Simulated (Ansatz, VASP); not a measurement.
CaO: VASP beside Ansatz

File INCAR:

```
ALGO = Normal
EDIFF = 1E-6
ENCUT = 600
GGA = PS
GGA_COMPAT = F
ISIF = 2
ISMEAR = 0
LASPH = T
LCHARG = T
LELF = T
LREAL = F
LVHAR = T
LWAVE = F
NBANDS = 15
NELM = 120
PREC = Accurate
SIGMA = 0.02
```

KPOINTS

```
k-points
0
Gamma
  8 8 8
```

The input POSCAR:

```
CaO
1.0
    0.0000000000      2.3833343142      2.3833343142
    2.3833343142      0.0000000000      2.3833343142
    2.3833343142      2.3833343142      0.0000000000
Ca O
1 1
Direct
    0.0000000000      0.0000000000      0.0000000000
    0.5000000000      0.5000000000      0.5000000000
```

Input for Ansatz:

```yaml
crystal:
  lattice:
    - [0.0, 2.3833343142, 2.3833343142]
    - [2.3833343142, 0.0, 2.3833343142]
    - [2.3833343142, 2.3833343142, 0.0]
  atoms:
    - { symbol: Ca, position: [0.0, 0.0, 0.0] }
    - { symbol: O, position: [0.5, 0.5, 0.5] }
basis:
  ecutwfc: 420
kpoints:
  mp_grid: { grid: [8, 8, 8] }
  band_path:
    path:
      - [[0.0, 0.0, 0.0], [0.5, 0.0, 0.5], [0.625, 0.25, 0.625]]
      - [[0.375, 0.375, 0.75], [0.0, 0.0, 0.0], [0.5, 0.5, 0.5], [0.5, 0.25, 0.75], [0.5, 0.0, 0.5]]
    npoints: 10
hamiltonian:
  xc: pbesol
  pseudopotentials: { kind: paw, azcp: { folder: soft_1 } }
scf:
  occupations: { method: gaussian, width: 0.02 }
  n_extra_bands: 7
output:
  forces: true
  stress: true
  eigenvalues: true
```

Alike in both runs: task single point; functional PBEsol; k mesh 8 × 8 × 8; occupations gaussian, width 0.02 eV; no spin polarisation.

```csv
,VASP,Ansatz
version,VASP 6.6.1,Ansatz 0.2.0
potentials or method,"VASP PAW PBE potentials, release 64 (Ca_sv, O), cutoff 600 eV","scalar-relativistic, plane waves, PAW"
valence electrons in the cell,16,16
```

VASP gave:

```
gap on the k mesh at the Fermi level (eV) : 3.52
least direct gap on the mesh (eV)         : 3.89
pressure (GPa)                            : 0.6
```

**Question.** Estimate Ansatz's values.

**Answer.** gap on the k mesh at the Fermi level (eV): 3.54; least direct gap on the mesh (eV): 3.92; pressure (GPa): 0.0.

VASP's potentials were made for PBE, not for PBEsol, and Ansatz warns of the same on its side.
